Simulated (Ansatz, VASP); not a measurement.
Tc in VASP and in Ansatz

Contents of INCAR:

```
  PREC = Accurate
  ENCUT = 520
  EDIFF = 1E-6
  ISMEAR = -1
  SIGMA = 0.05
  LREAL = False
  LASPH = True
  NELM = 80
  ALGO = Normal
  ISIF = 2
  LWAVE = False
  LCHARG = True
  LELF = True
  LVHAR = True
  NBANDS = 20
```

Contents of KPOINTS:

```
regular mesh
0
Gamma
  11 11 6
```

The input POSCAR:

```
Tc
1.0
    2.7216101842      0.0000000000      0.0000000000
   -1.3608050921      2.3569835587      0.0000000000
    0.0000000000      0.0000000000      4.3684823321
Tc
2
Direct
    0.6666666667      0.3333333333      0.7500000000
    0.3333333333      0.6666666667      0.2500000000
```

input.yaml

```yaml
crystal:
  lattice:
    - [2.7216101842, 0.0, 0.0]
    - [-1.3608050921, 2.3569835587, 0.0]
    - [0.0, 0.0, 4.3684823321]
  atoms:
    - { symbol: Tc, position: [0.6666666667, 0.3333333333, 0.75] }
    - { symbol: Tc, position: [0.3333333333, 0.6666666667, 0.25] }
kpoints:
  mp_grid: { grid: [11, 11, 6] }
scf:
  occupations: { method: fermi_dirac, width: 0.05 }
hamiltonian:
  xc: lda
  pseudopotentials: { kind: all_electron, lapw: { basis_error: 0.001 } }
output:
  forces: true
  stress: true
  eigenvalues: true
```

Change from the starting cell: volume scaled by 0.98.

Alike in both runs: task single point; functional LDA; k mesh 11 × 11 × 6; occupations fermi-dirac, width 0.05 eV; no spin polarisation.

|  | VASP | Ansatz |
| --- | --- | --- |
| version | VASP 6.6.1 | Ansatz 0.2.0 |
| potentials or method | VASP PAW LDA potentials, release 64 (Tc_pv), cutoff 520 eV | all-electron LAPW, scalar-relativistic |

```tsv
	VASP	Ansatz	Ansatz less VASP
gap on the k mesh at the Fermi level (eV)	none	none	-
pressure (GPa)	-5.7	-5.8	-0.05
traceless stress, the component that is largest in VASP (GPa)	-0.43	-0.38	+0.058
```

LDA's correlation is that of Perdew and Zunger in VASP and of Perdew and Wang (1992) in Ansatz. A gap of «none» marks a metal or a gap that the smearing closes. Ansatz ran all-electron here, and VASP with PAW potentials.
